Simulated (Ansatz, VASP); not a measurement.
Sb: VASP beside Ansatz

```
Sb
1.0
     3.17050    0.00000    0.00000
     0.00000    3.17050    0.00000
     0.00000    0.00000    3.17050
Sb
1
Direct
  0.00000 0.00000 0.00000
```

Change from the starting cell: volume scaled by 1.01, crystal datasets.

Alike in both runs: task electric field gradients; functional PBEsol; k mesh 12 × 12 × 12; occupations fermi-dirac, width 0.08 eV; no spin polarisation.

|  | VASP | Ansatz |
| --- | --- | --- |
| version | VASP 6.6.1 | Ansatz 0.2.0 |
| potentials or method | VASP PAW PBE potentials, release 64 (Sb), cutoff 520 eV | all-electron PAW with datasets made for the crystal, scalar-relativistic |

```tsv
	VASP	Ansatz	Ansatz less VASP
pressure (GPa)	-5.0	-5.0	-0.02
```

VASP's potentials were made for PBE, not for PBEsol. Ansatz ran all-electron here, and VASP with PAW potentials.

Spin-orbit coupling is off throughout.
